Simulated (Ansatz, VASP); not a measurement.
# Two plane-wave programs on Si2W

```
CELL_PARAMETERS angstrom
4.57636 0.00000 0.00000
-2.28818 3.96325 0.00000
0.00000 0.00000 6.60421
ATOMIC_POSITIONS crystal
Si 0.83620 0.67239 0.50000
Si 0.16380 0.83620 0.83333
Si 0.67239 0.83620 0.16667
Si 0.16380 0.32761 0.50000
Si 0.83620 0.16380 0.83333
Si 0.32761 0.16380 0.16667
W 0.00000 0.50000 0.16667
W 0.50000 0.50000 0.83333
W 0.50000 0.00000 0.50000
```

Alike in both runs: task relaxation of cell and atoms; functional PBEsol; k mesh 9 × 9 × 6; occupations gaussian, width 0.01 eV; no spin polarisation.

|  | VASP | Ansatz |
| --- | --- | --- |
| version | VASP 6.6.1 | Ansatz 0.2.0 |
| potentials or method | VASP PAW PBE potentials, release 64 (Si, W_sv), cutoff 600 eV | scalar-relativistic, plane waves, PAW |
| valence electrons in the cell | 66 | 66 |

```csv
,VASP,Ansatz,Ansatz less VASP
"gap on the k mesh at the Fermi level, each at its own relaxed structure (eV)",0.14,0.14,-0.001
relaxed volume (Å³/atom),13.33,13.31,-0.016
relaxed cell length with the largest relative difference (Å),6.607,6.604,-0.0031
```

VASP's potentials were made for PBE, not for PBEsol, and Ansatz warns of the same on its side.

Spin-orbit coupling is off throughout.
